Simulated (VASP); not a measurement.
Input of a VASP 6.6.1 run:

Contents of INCAR:

```
PREC     = Accurate       # precision mode
ENCUT    = 600            # plane-wave cutoff, eV
EDIFF    = 1E-6           # SCF threshold, eV
ISMEAR   = -1             # smearing method
SIGMA    = 0.05           # smearing width, eV
LREAL    = False          # projectors in reciprocal space
LASPH    = True           # aspherical terms in the spheres
NELM     = 80             # most SCF steps
ALGO     = Normal         # electronic algorithm
ISIF     = 3              # what is computed and relaxed
LWAVE    = False          # write WAVECAR
LCHARG   = False          # write CHGCAR
GGA      = PE             # functional
IBRION   = 2              # ionic algorithm
NSW      = 60             # ionic steps
EDIFFG   = -0.005         # ionic threshold
PSTRESS  = 2100.0
```

KPOINTS

```
Automatic mesh
0
Gamma
  15 15 15
```

File POSCAR:

```
CoSi
1.0
    0.0000000000      2.0349009838      2.0349009838
    2.0349009838      0.0000000000      2.0349009838
    2.0349009838      2.0349009838      0.0000000000
Co Si
1 1
Direct
    0.0000000000      0.0000000000      0.0000000000
    0.2500000000      0.2500000000      0.2500000000
```

Potentials or basis: VASP PAW PBE potentials, release 64 (Co, Si).

Launch:

```bash
$ cat potpaw_PBE.64/Co/POTCAR potpaw_PBE.64/Si/POTCAR > POTCAR
$ mpirun -np 1 vasp_std > vasp.out
```

(1) What does it give for the space group after relaxing (to 0.1 Å)?

(2) Predict the relaxed cell.

Answers

(1) F-43m (No. 216).

(2) a = 2.960 Å, b = 2.960 Å, c = 2.960 Å, α = 60.00°, β = 60.00°, γ = 60.00°.

Caveat: the cell is relaxed towards a set pressure, so the run minimises the enthalpy, not the energy; the run has no spin polarisation, though such a crystal can be magnetic.
